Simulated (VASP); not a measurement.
# Si16O (a cell with a defect) in VASP: a series of runs

Si16O (a cell with a defect) is run at these levels: LDA; tasks: single point.

Everything below comes from runs of VASP 6.6.1. Logs are shortened: lines on timing, memory, paths and dates and some standing lists are left out, and cuts for length are marked.

### Step 1. The cell of the first run

The cell holds a defect, 17 atoms: a = 7.640 Å, b = 7.640 Å, c = 7.640 Å, α = 60.00°, β = 60.00°, γ = 60.00°.

### Step 2. Single point, LDA (with an interstitial atom, then relaxed in part)

The input, INCAR:

```
PREC = Accurate
ENCUT = 520
EDIFF = 1E-6
ISMEAR = 0
SIGMA = 0.02
LREAL = Auto
LASPH = T
NELM = 100
ALGO = Normal
ISIF = 2
LWAVE = F
LCHARG = F
NBANDS = 49
```

The input, KPOINTS:

```
Automatic mesh
0
Gamma
  3 3 3
```

The input, POSCAR:

```
Si16O
1.0
    0.0000000000      5.4019422730     -5.4019422730
    5.4019422730      5.4019422730      0.0000000000
    5.4019422730      0.0000000000     -5.4019422730
Si O
16 1
Direct
    0.1680201705      0.1319820897      0.1235495927
    0.1244532148      0.6295986100      0.1171983846
    0.6371556185      0.0841781706      0.1030285592
    0.6243045639      0.6018077030      0.0981440835
    0.1293991202      0.1251523265      0.6301932696
    0.1312186851      0.6287517577      0.6121437369
    0.6289862923      0.1282859165      0.6176322051
    0.6273181114      0.6264974251      0.6040495916
    0.2522995548      0.7575950484      0.2373673845
    0.2801099190      0.2576149680      0.2565549133
    0.7500350764      0.7138107491      0.2311697248
    0.7976321815      0.2448708520      0.2521776994
    0.2531742634      0.7508189403      0.7424311768
    0.2553454407      0.2546330620      0.7507007711
    0.7568511112      0.7525484011      0.7244671138
    0.7536450627      0.2528636947      0.7375153630
   -0.1861594685      0.0683010734      0.1774014624
```

Potentials or basis: VASP PAW LDA potentials, release 64 (Si, O).

On the command line:

```console
$ cat potpaw_LDA.64/Si/POTCAR potpaw_LDA.64/O/POTCAR > POTCAR
$ mpirun -np 1 vasp_std > vasp.out
```

OUTCAR:

```text
PREC = Accurate
   ENCUT = 520
   EDIFF = 1E-6
   ISMEAR = 0
   LREAL = Auto
   LASPH = T
   NELM = 100
   ISIF = 2

 ion  position               nearest neighbor table
   1  0.168  0.132  0.124-  12 2.31  10 2.31  14 2.34   9 2.36
   2  0.124  0.630  0.117-  13 2.34  10 2.34   9 2.35  11 2.36
   3  0.637  0.084  0.103-  17 1.64  10 2.30  16 2.31  11 2.31  12 2.93
   4  0.624  0.602  0.098-  12 2.30  11 2.31   9 2.34  15 2.34
   5  0.129  0.125  0.630-  13 2.34  10 2.34  14 2.35  16 2.35
   6  0.131  0.629  0.612-  13 2.34  14 2.34  15 2.34   9 2.34
   7  0.629  0.128  0.618-  16 2.30  12 2.30  14 2.33  15 2.35
   8  0.627  0.626  0.604-  16 2.33  13 2.34  11 2.34  15 2.35
   9  0.252  0.758  0.237-   6 2.34   4 2.34   2 2.35   1 2.36
  10  0.280  0.258  0.257-   3 2.30   1 2.31   2 2.34   5 2.34
  11  0.750  0.714  0.231-   3 2.31   4 2.31   8 2.34   2 2.36
  12  0.798  0.245  0.252-  17 1.64   7 2.30   4 2.30   1 2.31   3 2.93
  13  0.253  0.751  0.742-   6 2.34   8 2.34   5 2.34   2 2.34
  14  0.255  0.255  0.751-   7 2.33   6 2.34   1 2.34   5 2.35
  15  0.757  0.753  0.724-   6 2.34   4 2.34   8 2.35   7 2.35
  16  0.754  0.253  0.738-   7 2.30   3 2.31   8 2.33   5 2.35
  17  0.814  0.068  0.177-   3 1.64  12 1.64

  LATTYP: Found a face centered cubic cell.
 ALAT       =    10.8038845460

  Lattice vectors:

 A1 = (   0.0000000000,   5.4019422730,  -5.4019422730)
 A2 = (   5.4019422730,   5.4019422730,   0.0000000000)
 A3 = (   5.4019422730,   0.0000000000,  -5.4019422730)

Analysis of symmetry for initial positions (statically):
=====================================================================
 Subroutine PRICEL returns:
 Original cell was already a primitive cell.

 Routine SETGRP: Setting up the symmetry group for a
 face centered cubic supercell.

 Subroutine GETGRP returns: Found  1 space group operations
 (whereof  1 operations were pure point group operations)
 out of a pool of 48 trial point group operations.

The static configuration has the point symmetry C_1 .

Analysis of symmetry for dynamics (positions and initial velocities):
=====================================================================
 Subroutine PRICEL returns:
 Original cell was already a primitive cell.

 Routine SETGRP: Setting up the symmetry group for a
 face centered cubic supercell.

 Subroutine GETGRP returns: Found  1 space group operations
 (whereof  1 operations were pure point group operations)
 out of a pool of 48 trial point group operations.

The dynamic configuration has the point symmetry C_1 .

 Subroutine INISYM returns: Found  1 space group operations
 (whereof  1 operations are pure point group operations),
 and found     1 'primitive' translations

----------------------------------------------------------------------------------------

                                     Primitive cell

  volume of cell :     315.2679

  direct lattice vectors                    reciprocal lattice vectors
     0.000000000  5.401942273 -5.401942273    -0.092559301  0.092559301 -0.092559301
     5.401942273  5.401942273  0.000000000     0.092559301  0.092559301  0.092559301
     5.401942273  0.000000000 -5.401942273     0.092559301 -0.092559301 -0.092559301

  length of vectors
     7.639500026  7.639500026  7.639500026     0.160317412  0.160317412  0.160317412

  position of ions in fractional coordinates (direct lattice)
     0.168020171  0.131982090  0.123549593
     0.124453215  0.629598610  0.117198385
     0.637155619  0.084178171  0.103028559
     0.624304564  0.601807703  0.098144084
     0.129399120  0.125152327  0.630193270
     0.131218685  0.628751758  0.612143737
[... 9 lines left out ...]
     0.753645063  0.252863695  0.737515363
     0.813840531  0.068301073  0.177401462

  ion indices of the primitive-cell ions
   primitive index   ion index
                 1           1
                 2           2
                 3           3
                 4           4
                 5           5
                 6           6
[... 9 lines left out ...]
                16          16
                17          17

----------------------------------------------------------------------------------------

 KPOINTS: Automatic mesh

Automatic generation of k-mesh.
 Grid dimensions read from file:
 generate k-points for:    3    3    3

 Generating k-lattice:

  Cartesian coordinates                     Fractional coordinates (reciprocal lattice)
    -0.030853100  0.030853100 -0.030853100     0.333333333  0.000000000  0.000000000
     0.030853100  0.030853100  0.030853100     0.000000000  0.333333333  0.000000000
     0.030853100 -0.030853100 -0.030853100     0.000000000  0.000000000  0.333333333

  Length of vectors
     0.053439137  0.053439137  0.053439137

  Shift w.r.t. Gamma in fractional coordinates (k-lattice)
     0.000000000  0.000000000  0.000000000

 Subroutine IBZKPT returns following result:
 ===========================================

 Found     14 irreducible k-points:

 Following reciprocal coordinates:
            Coordinates               Weight
  0.000000  0.000000  0.000000      1.000000
  0.333333  0.000000  0.000000      2.000000
  0.000000  0.333333  0.000000      2.000000
  0.000000  0.000000  0.333333      2.000000
  0.333333  0.333333  0.333333      2.000000
  0.333333  0.333333  0.000000      2.000000
  0.000000  0.333333  0.333333      2.000000
  0.333333  0.000000  0.333333      2.000000
 -0.333333  0.333333  0.000000      2.000000
  0.000000 -0.333333  0.333333      2.000000
  0.333333  0.000000 -0.333333      2.000000
  0.333333  0.333333 -0.333333      2.000000
 -0.333333  0.333333 -0.333333      2.000000
  0.333333 -0.333333 -0.333333      2.000000
   k-points           NKPTS =     14   k-points in BZ     NKDIM =     14   number of bands    NBANDS=     49
   number of dos      NEDOS =    301   number of ions     NIONS =     17
   total plane-waves  NPLWV = 216000
   dimension x,y,z NGX =    60 NGY =   60 NGZ =   60
   dimension x,y,z NGXF=   120 NGYF=  120 NGZF=  120
   ions per type =              16   1
   NGX,Y,Z   is equivalent  to a cutoff of  13.06, 13.06, 13.06 a.u.
   NGXF,Y,Z  is equivalent  to a cutoff of  26.11, 26.11, 26.11 a.u.
 SYSTEM =  unknown system
   PREC   = accura    normal or accurate (medium, high low for compatibility)
   ISTART =      0    job   : 0-new  1-cont  2-samecut
   ICHARG =      2    charge: 1-file 2-atom 10-const
   ISPIN  =      1    spin polarized calculation?
   LNONCOLLINEAR =      F non collinear calculations
   LSORBIT =      F    spin-orbit coupling
   LASPH  =      T    aspherical Exc in radial PAW
   ENCUT  =  520.0 eV  38.22 Ry    6.18 a.u.  14.20 14.20 14.20*2*pi/ulx,y,z
   NELM   =    100;   NELMIN=  2; NELMDL= -5     # of ELM steps
   EDIFF  = 0.1E-05   stopping-criterion for ELM
   LREAL  =      T    real-space projection
   EDIFFG = 0.1E-04   stopping-criterion for IOM
   NSW    =      0    number of steps for IOM
   IBRION =     -1    ionic relax: 0-MD 1-quasi-New 2-CG
   NFREE  =      0    steps in history (QN), initial steepest desc. (CG)
   ISIF   =      2    stress and relaxation
   ISYM   =      2    0-nonsym 1-usesym 2-fastsym
   POTIM  = 0.5000    time-step for ionic-motion
   TEBEG  =    0.0;   TEEND  =   0.0 temperature during run
   PSTRESS=    0.0 pullay stress
   NELECT =      70.0000    total number of electrons
   NUPDOWN=      -1.0000    fix difference up-down
   EMIN   =  10.00;   EMAX   =-10.00  energy-range for DOS
   EFERMI =   0.00;   METHOD = LEGACY
   ISMEAR =     0;   SIGMA  =   0.02  broadening in eV -4-tet -1-fermi 0-gaus
   EFERMI_NEDOS =   21; number of points for ismear=-14 and -15
   IALGO  =     38    algorithm
   IMIX   =      4    mixing-type and parameters
     AMIX     =   0.40;   BMIX     =  1.00
     AMIX_MAG =   1.60;   BMIX_MAG =  1.00
  volume/ion in A,a.u.               =      18.55       125.15
  Fermi-wavevector in a.u.,A,eV,Ry     =   0.991321  1.873325 13.370677  0.982717
  Thomas-Fermi vector in A             =   2.123054
   LORBIT       =      0    0 simple, 1 ext, 2 COOP (PROOUT), +10 PAW based schemes
   GGA     = CA    functional components
   LHFCALC =     F    Hartree Fock is set to
   AEXX    =    0.0000 exact exchange contribution
   IVDW    =     0    specifies the selected vdW correction
   LEPSILON=     F    determine dielectric tensor
   LRPA    =     F    only Hartree local field effects (RPA)
 non-spin polarized calculation
 Gauss-broadening in eV      SIGMA  =   0.02
  energy-cutoff  :      520.00
  volume of cell :      315.27
 maximum number of plane-waves:      8492
 NGX is ok and might be reduce to    60
   NGX = 29   NGY = 29   NGZ = 29

 number of electron      70.0000000 magnetization

 Free energy of the ion-electron system (eV)
  ---------------------------------------------------
  ext. energy  EPLUGINS =         0.00000000
  ---------------------------------------------------
  free energy    TOTEN  =      -103.36786813 eV

  energy without entropy =     -103.36786813  energy(sigma->0) =     -103.36786813

 E-fermi :   6.0890     XC(G=0):  -9.8080

 val. band max:        5.9565796735   @ k =   0.0000   0.0000   0.0000
 cond. band min:       6.3454323579   @ k =   0.0000   0.0000   0.0000
 fundamental gap:      0.3888526844
 Fermi energy:         6.0889939400

 k-point     1 :       0.0000    0.0000    0.0000
  band No.  band energies     occupation
      1     -14.3281      2.00000
      2      -5.8291      2.00000
      3      -4.4868      2.00000
      4      -3.6693      2.00000
      5      -3.6511      2.00000
      6      -3.2913      2.00000
[... 39 lines left out ...]
     46       8.7151      0.00000
     47       8.7449      0.00000

 k-point     2 :       0.3333    0.0000    0.0000
  band No.  band energies     occupation
      1     -14.3277      2.00000
      2      -5.5251      2.00000
      3      -4.6222      2.00000
      4      -4.3446      2.00000
      5      -3.5110      2.00000
      6      -3.3003      2.00000
[... 592 lines left out ...]
 k-point    14 :       0.3333   -0.3333   -0.3333
  band No.  band energies     occupation
      1     -14.3274      2.00000
      2      -5.2815      2.00000
      3      -4.7971      2.00000
      4      -4.3884      2.00000
      5      -3.7614      2.00000
      6      -3.7117      2.00000
[... 39 lines left out ...]
     46       9.6379      0.00000
     47       9.7161      0.00000
 [bands above 47 left out]

------------------------ aborting loop because EDIFF is reached ----------------------------------------

  FORCE on cell =-STRESS in cart. coord.  units (eV):
  Direction    XX          YY          ZZ          XY          YZ          ZX
  --------------------------------------------------------------------------------------
  -------------------------------------------------------------------------------------
  Total        4.0098445      4.6058829      4.0138796      2.5764753     -2.5781572     -3.0673578
  in kB       20.3778474     23.4068870     20.3983533     13.0935304    -13.1020773    -15.5881728
  external PRESSURE =      21.3943626 kB  Pullay stress =       0.0000000 kB

 VOLUME and BASIS-vectors are now :
 -----------------------------------------------------------------------------
  energy-cutoff  :      520.00
  volume of cell :      315.27
      direct lattice vectors                 reciprocal lattice vectors
     0.000000000  5.401942273 -5.401942273    -0.092559301  0.092559301 -0.092559301
     5.401942273  5.401942273  0.000000000     0.092559301  0.092559301  0.092559301
     5.401942273  0.000000000 -5.401942273     0.092559301 -0.092559301 -0.092559301

 POSITION                                       TOTAL-FORCE (eV/Angst)
 -----------------------------------------------------------------------------------
      1.38037      1.62059     -1.57504         0.000109      0.006976     -0.005667
      4.03415      4.07334     -1.30539         0.000400      0.000146      0.001517
      1.01128      3.89660     -3.99843        -0.049243     -0.070731      0.101207
      3.78110      6.62339     -3.90263         0.001102     -0.001222      0.003801
      4.08033      1.37507     -4.10327         0.001679     -0.001430     -0.000542
      6.70325      4.10532     -4.01560         0.003862     -0.000873      0.002549
[... 9 lines left out ...]
      5.34997      5.43710     -8.05516        -0.000457      0.002589      0.006390
      1.32727      4.76528     -5.35463        -0.053608     -0.006164     -0.056467
 -----------------------------------------------------------------------------------
    total drift:                               -0.005161      0.004403      0.003964

  FREE ENERGIE OF THE ION-ELECTRON SYSTEM (eV)
  ---------------------------------------------------
  free  energy   TOTEN  =      -103.3678681253 eV

  energy  without entropy=     -103.3678681253  energy(sigma->0) =     -103.36786813
```

It took 4.2 min on 1 thread of Intel Xeon 6975P-C (Granite Rapids), shared host; peak memory 0.43 GiB.

What came out:

```yaml
Free_energy: -103.3679 eV
Pressure: 2.1 GPa
Largest_force: 0.133 eV/Å
Band_gap_on_the_k_mesh: 0.39 eV
```

Forces on the atoms (eV/Å):
```
Si   0.000  0.007 -0.006
Si   0.000  0.000  0.002
Si  -0.049 -0.071  0.101
Si   0.001 -0.001  0.004
Si   0.002 -0.001 -0.001
Si   0.004 -0.001  0.003
Si   0.002 -0.002  0.000
Si   0.002  0.002  0.000
Si  -0.002 -0.001 -0.003
Si   0.004  0.004 -0.003
Si  -0.004 -0.008 -0.002
Si   0.093  0.078 -0.045
Si  -0.001  0.000  0.000
Si   0.003  0.000 -0.002
Si  -0.001 -0.002  0.001
Si   0.000  0.003  0.006
O   -0.054 -0.006 -0.056
```

Stress tensor (GPa, compression positive):
```
 2.04  1.31 -1.56
 1.31  2.34 -1.31
-1.56 -1.31  2.04
```

Caveat: the cell differs from its parent crystal (with an interstitial atom, then relaxed in part); semilocal functionals underestimate gaps, and a narrow one can read as zero.

### Step 3. Single point, LDA

The input, INCAR:

```
SYSTEM = Si16O
PREC = Accurate ; ENCUT = 520
EDIFF = 1E-7 ; ISMEAR = 0
SIGMA = 0.02 ; LREAL = Auto
LASPH = .True. ; NELM = 60
ALGO = Normal ; ISIF = 2
LWAVE = .False. ; LCHARG = .False.
GGA = CA ; NBANDS = 49
```

The input, KPOINTS:

```
Automatic mesh
0
Gamma
  3 3 3
  0 0 0
```

The input, POSCAR:

```
Si16O
1.0
    0.0000000000      5.4019422730     -5.4019422730
    5.4019422730      5.4019422730      0.0000000000
    5.4019422730      0.0000000000     -5.4019422730
Si O
16 1
Direct
    0.1638274634      0.1292760020      0.1336927467
    0.1202605410      0.6268925747      0.1273415126
    0.6329628913      0.0814721776      0.1131717018
    0.6201118655      0.5991016446      0.1082872549
    0.1252064472      0.1224463289      0.6403363504
    0.1270260705      0.6260456571      0.6222868239
    0.6247936075      0.1255798314      0.6277753128
    0.6231253186      0.6237913753      0.6141927907
    0.2481068720      0.7548890369      0.2475104199
    0.2759171470      0.2549089624      0.2666980555
    0.7458423834      0.7111046927      0.2413129267
    0.7934395229      0.2421648425      0.2623207410
    0.2489815574      0.7481129556      0.7525743139
    0.2511527209      0.2519270720      0.7608438395
    0.7526583578      0.7498423336      0.7346102197
    0.7494523813      0.2501577084      0.7476583969
   -0.1903521822      0.0655950179      0.1875446735
```

Potentials or basis: VASP PAW LDA potentials, release 64 (Si, O).

On the command line:

```console
$ cat potpaw_LDA.64/Si/POTCAR potpaw_LDA.64/O/POTCAR > POTCAR
$ mpirun -np 1 vasp_std > vasp.out
```

Run time: 4.8 min. Hardware: 1 thread of Intel Xeon 6975P-C (Granite Rapids), shared host; peak memory 0.43 GiB.

Results (log left out):

| Item | Value |
| --- | --- |
| Free energy | -103.3675 eV |
| Pressure | 2.1 GPa |
| Largest force | 0.133 eV/Å |
| Band gap on the k mesh | 0.39 eV |

Forces in eV/Å, atoms in the order of the input:
```
Si   0.000  0.007 -0.006
Si   0.002 -0.001  0.003
Si  -0.051 -0.071  0.100
Si   0.001  0.000  0.005
Si   0.001 -0.003  0.000
Si   0.003 -0.001  0.002
Si   0.003 -0.003  0.000
Si   0.001  0.002  0.000
Si   0.000  0.000 -0.003
Si   0.006  0.002 -0.003
Si  -0.004 -0.006 -0.003
Si   0.094  0.078 -0.044
Si  -0.002  0.000 -0.001
Si   0.002  0.001 -0.001
Si  -0.002 -0.001 -0.001
Si  -0.002  0.001  0.006
O   -0.053 -0.004 -0.054
```

Stress tensor (GPa, compression positive):
```
 2.04  1.31 -1.56
 1.31  2.34 -1.31
-1.56 -1.31  2.04
```

Levels at points of the mesh, in eV from the valence-band top:
```csv
k point,band 31,band 32,band 33,band 34,band 35,band 36,band 37,band 38,band 39,band 40
"(0.00, 0.00, 0.00)",-0.97,-0.94,-0.33,-0.07,0.00,0.39,0.68,0.71,0.89,1.10
```

Caveat: semilocal functionals underestimate gaps, and a narrow one can read as zero.
